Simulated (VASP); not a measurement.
# Si6O11 (a cell with a defect) in VASP: notebook

The runs below take Si6O11 (a cell with a defect) through single point, with PBE+D3(BJ).

Program: VASP 6.6.1. These are calculated values, not measurements. Logs are shortened: lines on timing, memory, paths and dates and some standing lists are left out, and cuts for length are marked.

**1. The cell of the first run**

The cell holds a defect, 17 atoms: a = 4.915 Å, b = 5.421 Å, c = 8.513 Å, α = 90.00°, β = 90.00°, γ = 90.00°.

**2. Single point, PBE+D3(BJ)**

INCAR reads:

```
SYSTEM = Si6O11
PREC     = Accurate       ! precision mode
ENCUT    = 520            ! plane-wave cutoff, eV
EDIFF    = 1E-6           ! SCF threshold, eV
ISMEAR   = 0              ! smearing method
SIGMA    = 0.05           ! smearing width, eV
LREAL    = Auto         
LASPH    = .True.         ! aspherical terms in the spheres
NELM     = 80             ! most SCF steps
ALGO     = Normal         ! electronic algorithm
ISIF     = 2              ! what is computed and relaxed
LWAVE    = .False.        ! write WAVECAR
LCHARG   = .False.        ! write CHGCAR
GGA      = PE             ! functional
IVDW     = 12             ! dispersion correction
NBANDS   = 59             ! bands
NELECT   = 88.0
```

KPOINTS reads:

```
Automatic mesh
0
Gamma
  4 4 2
  0 0 0
```

POSCAR reads:

```
Si6O11
1.0
   -2.4573906087      4.2563253884      0.0000000000
    0.0000000000      0.0000000000      5.4210324304
    7.3721718262      4.2563253883      0.0000000000
Si O
6 11
Direct
    0.7669799462      0.6666666667      0.2330200538
    0.2669799462      0.6666666667      0.7330200538
    0.9660401075      0.3333333333      0.5000000000
    0.4660401075      0.3333333333      0.0000000000
    0.2669799462      0.0000000000      0.2669799462
    0.7669799462      0.0000000000      0.7669799462
    0.2730030153      0.2203350802      0.1370425925
    0.7730030153      0.2203350802      0.6370425925
    0.0690623811      0.8870017469      0.7949771961
    0.6579346037      0.5536684135      0.0679802114
    0.1579346037      0.5536684135      0.5679802114
    0.0690623811      0.7796649198      0.2050228039
    0.5690623811      0.7796649198      0.7050228039
    0.3774292244     -0.0512150535      0.4116806117
    0.6579346037      0.1129982531      0.9320197886
    0.7730030153      0.4463315865      0.3629574075
    0.2730030153      0.4463315865      0.8629574075
```

Potentials or basis: VASP PAW PBE potentials, release 64 (Si, O).

Started as:

```sh
$ cat potpaw_PBE.64/Si/POTCAR potpaw_PBE.64/O/POTCAR > POTCAR
$ mpirun -np 1 vasp_std > vasp.out
```

OUTCAR:

```text
SYSTEM = Si6O11
   PREC = Accurate
   ENCUT = 520
   EDIFF = 1E-6
   ISMEAR = 0
   LREAL = Auto
   LASPH = .True.
   NELM = 80
   ISIF = 2
   GGA = PE
   IVDW = 12
   NELECT = 88.0
 IVDW          = 12

 ion  position               nearest neighbor table
   1  0.767  0.667  0.233-  12 1.62  10 1.62  16 1.63   5 3.06   5 3.06   3 3.06   4 3.06
   2  0.267  0.667  0.733-  13 1.62  11 1.62  17 1.63   9 1.63   6 3.06   6 3.06   4 3.06   3 3.06

   3  0.966  0.333  0.500-   8 1.62  16 1.62  11 1.63   6 3.06   1 3.06   5 3.06   2 3.06
   4  0.466  0.333  0.000-   7 1.62  17 1.62  15 1.63  10 1.63   5 3.06   2 3.06   6 3.06   1 3.06

   5  0.267  0.000  0.267-  14 1.37   7 1.63  12 1.63   4 3.06   1 3.06   1 3.06   3 3.06
   6  0.767  0.000  0.767-  15 1.62   9 1.62   8 1.63  13 1.63   3 3.06   2 3.06   2 3.06   4 3.06

   7  0.273  0.220  0.137-   4 1.62   5 1.63
   8  0.773  0.220  0.637-   3 1.62   6 1.63
   9  0.069  0.887  0.795-   6 1.62   2 1.63
  10  0.658  0.554  0.068-   1 1.62   4 1.63
  11  0.158  0.554  0.568-   2 1.62   3 1.63
  12  0.069  0.780  0.205-   1 1.62   5 1.63
  13  0.569  0.780  0.705-   2 1.62   6 1.63
  14  0.377  0.949  0.412-   5 1.37
  15  0.658  0.113  0.932-   6 1.62   4 1.63
  16  0.773  0.446  0.363-   3 1.62   1 1.63
  17  0.273  0.446  0.863-   4 1.62   2 1.63

  LATTYP: Found a simple orthorhombic cell.
 ALAT       =     4.9147812175
 B/A-ratio  =     1.1030058492
 C/A-ratio  =     1.7320508076

  Lattice vectors:

 A1 = (  -2.4573906087,   4.2563253884,   0.0000000000)
 A2 = (   0.0000000000,   0.0000000000,   5.4210324304)
 A3 = (   7.3721718262,   4.2563253883,   0.0000000000)

Analysis of symmetry for initial positions (statically):
=====================================================================
 Subroutine PRICEL returns:
 Original cell was already a primitive cell.

 Routine SETGRP: Setting up the symmetry group for a
 simple orthorhombic supercell.

 Subroutine GETGRP returns: Found  1 space group operations
 (whereof  1 operations were pure point group operations)
 out of a pool of  8 trial point group operations.

The static configuration has the point symmetry C_1 .

Analysis of symmetry for dynamics (positions and initial velocities):
=====================================================================
 Subroutine PRICEL returns:
 Original cell was already a primitive cell.

 Routine SETGRP: Setting up the symmetry group for a
 simple orthorhombic supercell.

 Subroutine GETGRP returns: Found  1 space group operations
 (whereof  1 operations were pure point group operations)
 out of a pool of  8 trial point group operations.

The dynamic configuration has the point symmetry C_1 .

 Subroutine INISYM returns: Found  1 space group operations
 (whereof  1 operations are pure point group operations),
 and found     1 'primitive' translations

----------------------------------------------------------------------------------------

                                     Primitive cell

  volume of cell :     226.8042

  direct lattice vectors                    reciprocal lattice vectors
    -2.457390609  4.256325388  0.000000000    -0.101733928  0.176208333  0.000000000
     0.000000000  0.000000000  5.421032430     0.000000000  0.000000000  0.184466707
     7.372171826  4.256325388  0.000000000     0.101733928  0.058736111  0.000000000

  length of vectors
     4.914781217  5.421032430  8.512650777     0.203467857  0.184466707  0.117472222

  position of ions in fractional coordinates (direct lattice)
     0.766979946  0.666666667  0.233020054
     0.266979946  0.666666667  0.733020054
     0.966040107  0.333333333  0.500000000
     0.466040107  0.333333333  0.000000000
     0.266979946  0.000000000  0.266979946
     0.766979946  0.000000000  0.766979946
[... 9 lines left out ...]
     0.773003015  0.446331587  0.362957407
     0.273003015  0.446331587  0.862957407

  ion indices of the primitive-cell ions
   primitive index   ion index
                 1           1
                 2           2
                 3           3
                 4           4
                 5           5
                 6           6
[... 9 lines left out ...]
                16          16
                17          17

----------------------------------------------------------------------------------------

 KPOINTS: Automatic mesh

Automatic generation of k-mesh.
 Grid dimensions read from file:
 generate k-points for:    4    4    2

 Generating k-lattice:

  Cartesian coordinates                     Fractional coordinates (reciprocal lattice)
    -0.025433482  0.044052083  0.000000000     0.250000000  0.000000000 -0.000000000
     0.000000000  0.000000000  0.046116677     0.000000000  0.250000000  0.000000000
     0.050866964  0.029368055  0.000000000     0.000000000  0.000000000  0.500000000

  Length of vectors
     0.050866964  0.046116677  0.058736111

  Shift w.r.t. Gamma in fractional coordinates (k-lattice)
     0.000000000  0.000000000  0.000000000

 Subroutine IBZKPT returns following result:
 ===========================================

 Found     20 irreducible k-points:

 Following reciprocal coordinates:
            Coordinates               Weight
  0.000000  0.000000  0.000000      1.000000
  0.250000  0.000000 -0.000000      2.000000
  0.500000  0.000000 -0.000000      1.000000
  0.000000  0.250000  0.000000      2.000000
  0.250000  0.250000 -0.000000      2.000000
  0.250000 -0.250000 -0.000000      2.000000
[... 12 lines left out ...]
  0.250000  0.500000  0.500000      2.000000
  0.500000  0.500000  0.500000      1.000000
   k-points           NKPTS =     20   k-points in BZ     NKDIM =     20   number of bands    NBANDS=     59
   number of dos      NEDOS =    301   number of ions     NIONS =     17
   total plane-waves  NPLWV = 102400
   dimension x,y,z NGX =    40 NGY =   40 NGZ =   64
   dimension x,y,z NGXF=    80 NGYF=   80 NGZF=  128
   ions per type =               6  11
   NGX,Y,Z   is equivalent  to a cutoff of  13.53, 12.27, 12.50 a.u.
   NGXF,Y,Z  is equivalent  to a cutoff of  27.06, 24.53, 25.00 a.u.
 SYSTEM =  Si6O11
   PREC   = accura    normal or accurate (medium, high low for compatibility)
   ISTART =      0    job   : 0-new  1-cont  2-samecut
   ICHARG =      2    charge: 1-file 2-atom 10-const
   ISPIN  =      1    spin polarized calculation?
   LNONCOLLINEAR =      F non collinear calculations
   LSORBIT =      F    spin-orbit coupling
   LASPH  =      T    aspherical Exc in radial PAW
   ENCUT  =  520.0 eV  38.22 Ry    6.18 a.u.   9.14 10.08 15.83*2*pi/ulx,y,z
   NELM   =     80;   NELMIN=  2; NELMDL= -5     # of ELM steps
   EDIFF  = 0.1E-05   stopping-criterion for ELM
   LREAL  =      T    real-space projection
   EDIFFG = 0.1E-04   stopping-criterion for IOM
   NSW    =      0    number of steps for IOM
   IBRION =     -1    ionic relax: 0-MD 1-quasi-New 2-CG
   NFREE  =      0    steps in history (QN), initial steepest desc. (CG)
   ISIF   =      2    stress and relaxation
   ISYM   =      2    0-nonsym 1-usesym 2-fastsym
   POTIM  = 0.5000    time-step for ionic-motion
   TEBEG  =    0.0;   TEEND  =   0.0 temperature during run
   PSTRESS=    0.0 pullay stress
   NELECT =      88.0000    total number of electrons
   NUPDOWN=      -1.0000    fix difference up-down
   EMIN   =  10.00;   EMAX   =-10.00  energy-range for DOS
   EFERMI =   0.00;   METHOD = LEGACY
   ISMEAR =     0;   SIGMA  =   0.05  broadening in eV -4-tet -1-fermi 0-gaus
   EFERMI_NEDOS =   21; number of points for ismear=-14 and -15
   IALGO  =     38    algorithm
   IMIX   =      4    mixing-type and parameters
     AMIX     =   0.40;   BMIX     =  1.00
     AMIX_MAG =   1.60;   BMIX_MAG =  1.00
  volume/ion in A,a.u.               =      13.34        90.03
  Fermi-wavevector in a.u.,A,eV,Ry     =   1.194040  2.256408 19.398241  1.425730
  Thomas-Fermi vector in A             =   2.330039
   LORBIT       =      0    0 simple, 1 ext, 2 COOP (PROOUT), +10 PAW based schemes
   GGA     = PE    functional components
   LHFCALC =     F    Hartree Fock is set to
   AEXX    =    0.0000 exact exchange contribution
   IVDW    =    12    specifies the selected vdW correction
   LEPSILON=     F    determine dielectric tensor
   LRPA    =     F    only Hartree local field effects (RPA)
 non-spin polarized calculation
 Gauss-broadening in eV      SIGMA  =   0.05
  energy-cutoff  :      520.00
  volume of cell :      226.80
 maximum number of plane-waves:      6164
 NGX is ok and might be reduce to    40
   NGX = 19   NGY = 21   NGZ = 31

 number of electron      88.0000026 magnetization

 Free energy of the ion-electron system (eV)
  ---------------------------------------------------
  ext. energy  EPLUGINS =         0.00000000
  ---------------------------------------------------
  free energy    TOTEN  =      -130.83696309 eV

  energy without entropy =     -130.83118203  energy(sigma->0) =     -130.83407256

 E-fermi :   1.5247     XC(G=0):  -8.9275

 val. band max:        1.5166426127   @ k =   0.0000   0.0000   0.5000
 cond. band min:       1.7359079014   @ k =   0.2500   0.2500  -0.0000
 fundamental gap:      0.2192652887
 Fermi energy:         1.5246968953

 k-point     1 :       0.0000    0.0000    0.0000
  band No.  band energies     occupation
      1     -18.7646      2.00000
      2     -18.0865      2.00000
      3     -17.7186      2.00000
      4     -17.5722      2.00000
      5     -17.2379      2.00000
      6     -16.9136      2.00000
[... 48 lines left out ...]
     55      10.6474      0.00000
     56      11.2994      0.00000

 k-point     2 :       0.2500    0.0000   -0.0000
  band No.  band energies     occupation
      1     -18.6984      2.00000
      2     -18.1267      2.00000
      3     -17.7829      2.00000
      4     -17.4966      2.00000
      5     -17.1605      2.00000
      6     -16.9687      2.00000
[... 48 lines left out ...]
     55      10.8893      0.00000
     56      11.2858      0.00000
[... 1001 lines left out ...]
     55      10.6914      0.00000
     56      11.0314      0.00000

 k-point    20 :       0.5000    0.5000    0.5000
  band No.  band energies     occupation
      1     -18.6282      2.00000
      2     -18.1403      2.00000
      3     -17.7021      2.00000
      4     -17.4392      2.00000
      5     -17.2178      2.00000
      6     -17.0667      2.00000
[... 48 lines left out ...]
     55      10.8485      0.00000
     56      11.1797      0.00000
 [bands above 56 left out]

------------------------ aborting loop because EDIFF is reached ----------------------------------------

 Edisp (eV)   -2.43890

 E8    (eV) :    -0.8365

  FORCE on cell =-STRESS in cart. coord.  units (eV):
  Direction    XX          YY          ZZ          XY          YZ          ZX
  --------------------------------------------------------------------------------------
  -------------------------------------------------------------------------------------
  Total     -14.67847    -2.83444   -17.86251    10.98342    -0.24715    -5.27973
  in kB    -103.69080   -20.02288  -126.18335    77.58850    -1.74591   -37.29680
  external pressure =      -83.30 kB  Pullay stress =        0.00 kB

 VOLUME and BASIS-vectors are now :
 -----------------------------------------------------------------------------
  energy-cutoff  :      520.00
  volume of cell :      226.80
      direct lattice vectors                 reciprocal lattice vectors
    -2.457390609  4.256325388  0.000000000    -0.101733928  0.176208333  0.000000000
     0.000000000  0.000000000  5.421032430     0.000000000  0.000000000  0.184466707
     7.372171826  4.256325388  0.000000000     0.101733928  0.058736111  0.000000000

 POSITION                                       TOTAL-FORCE (eV/Angst)
 -----------------------------------------------------------------------------------
     -0.16691      4.25633      3.61402        -2.267233      0.668717     -2.280043
      4.74788      4.25633      3.61402         0.839953      1.271346      0.401090
      1.31215      6.23994      1.80701         3.458679      0.668765      2.800611
     -1.14524      1.98362      1.80701        -1.722483     -1.716565     -0.398954
      1.31215      2.27271      0.00000        -9.269858    -12.274139      3.141468
      3.76954      6.52903      0.00000         0.741033      0.389912     -1.420140
[... 9 lines left out ...]
      0.77621      4.83502      2.41958        -0.199299     -0.220378     -0.302666
      5.69100      4.83502      2.41958         0.238748      0.263868     -0.161862
 -----------------------------------------------------------------------------------
    total drift:                               -0.003578     -0.005123     -0.000799

  FREE ENERGIE OF THE ION-ELECTRON SYSTEM (eV)
  ---------------------------------------------------
  free  energy   TOTEN  =      -133.2758619550 eV

  energy  without entropy=     -133.2700809018  energy(sigma->0) =     -133.27297143
```

It took 6.2 min on 1 thread of AMD EPYC 7R13 (Zen 3), shared host; peak memory 0.35 GiB.

Results:

```
Free energy                : -133.2759 eV
Largest force              : 15.699 eV/Å
Dispersion energy per atom : -0.143 eV
```

Forces in eV/Å, atoms in the order of the input:
```
Si   -2.267   0.669  -2.280
Si    0.840   1.271   0.401
Si    3.459   0.669   2.801
Si   -1.722  -1.717  -0.399
Si   -9.270 -12.274   3.141
Si    0.741   0.390  -1.420
O     1.857   0.730  -1.143
O    -2.114  -0.069   0.227
O    -0.283  -0.170   0.018
O     1.275   1.183   1.768
O    -1.321  -1.414  -1.726
O     0.797  -1.531   0.458
O    -0.115   0.133   0.014
O     7.472  11.855  -1.849
O     0.613   0.231   0.453
O    -0.199  -0.220  -0.303
O     0.239   0.264  -0.162
```

Caveat: the k points lie up to 0.37 Å⁻¹ apart; the cell carries a net charge on a neutralising background, which shifts energy and pressure; the cell differs from its parent crystal (atoms taken out, atom 14 moved 0.500 of the way to it and +0.500 Å across, host rigid); the cell is charged against a uniform background, so pressure and absolute levels hang on convention.

[end of part 1 of 2]
